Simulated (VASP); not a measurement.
The system is Ge.

```
CELL_PARAMETERS angstrom
3.96772 0.00000 0.00000
-1.98386 3.43615 0.00000
0.00000 0.00000 10.76894
ATOMIC_POSITIONS crystal
Ge 0.66667 0.33333 0.41485
Ge 0.33333 0.66667 0.91485
Ge 0.00000 0.00000 0.47745
Ge 0.00000 0.00000 0.97745
```

This cell differs from its parent crystal: volume scaled by 0.94.

Base run:

- Program: VASP 6.6.1
- Functional: LDA
- Potentials or basis: VASP PAW LDA potentials, release 64 (Ge_d)
- Cutoff: 520 eV
- k mesh: 8 × 8 × 3
- Occupations: fermi-dirac, width 0.05 eV
- Spin: no spin polarisation

Its results: band gap on the k mesh 0.70 eV, indirect (least direct gap 0.71 eV); pressure -0.8 GPa; largest force 0.116 eV/Å.

Q: The run is repeated on the same cell with these changes: k mesh from 8 × 8 × 3 to 6 × 6 × 2; further incar settings from ALGO = Normal; EDIFF = 1e-06; NBANDS = 36 to ALGO = Normal; EDIFF = 1e-07; NBANDS = 36. What comes out?

A: Band gap on the k mesh zero (filled and empty bands touch); pressure -0.7 GPa; largest force 0.110 eV/Å.

A k mesh can miss the band edges.
